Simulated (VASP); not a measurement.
Runs of VASP 6.6.1 on Pd. The structure is that of space group Fd-3m (No. 227), or close to it. The cells are those of the table. This isn't the form of Pd at room conditions, which is fcc.

| cell | k mesh | gap on the mesh (eV) | pressure (GPa) | moment (μB) |
| --- | --- | --- | --- | --- |
| a = 4.126 Å, angles 60.0°, 2 atoms | 11 × 11 × 11 | none | (b) | 0.95 |
| a = 3.854 Å, angles 60.0°, 2 atoms | 11 × 11 × 11 | none | 14.1 | 0.95 |
| a = 3.911 Å, angles 60.0°, 2 atoms | 11 × 11 × 11 | none | 7.9 | 0.99 |
| a = 4.021 Å, angles 60.0°, 2 atoms | 10 × 10 × 10 | none | (a) | 0.00 |
| a = 4.021 Å, angles 60.0°, 2 atoms | 11 × 11 × 11 | none | -0.5 | 0.99 |
| a = 3.967 Å, angles 60.0°, 2 atoms | 11 × 11 × 11 | none | 3.1 | 1.00 |
| a = 4.074 Å, angles 60.0°, 2 atoms | 11 × 11 × 11 | none | -3.3 | 0.97 |

Alike in all rows: task single point; level PBEsol; potentials or basis VASP PAW PBE potentials, release 64 (Pd); spin collinear; cutoff (eV) 520; smearing fermi-dirac 0.05 eV.

Question: Estimate the missing entries.

Answer: (a) -0.6; (b) -5.4.

Caveats: the PAW data sets were made with another functional, which shifts forces and pressure a little; the cell stands under pressure (at least some runs); the cell stands under tension (at least some runs).

A k mesh can miss the band edges, and the runs leave out spin-orbit coupling on Pd.

A gap of «none» marks levels without a gap at the run's occupations.
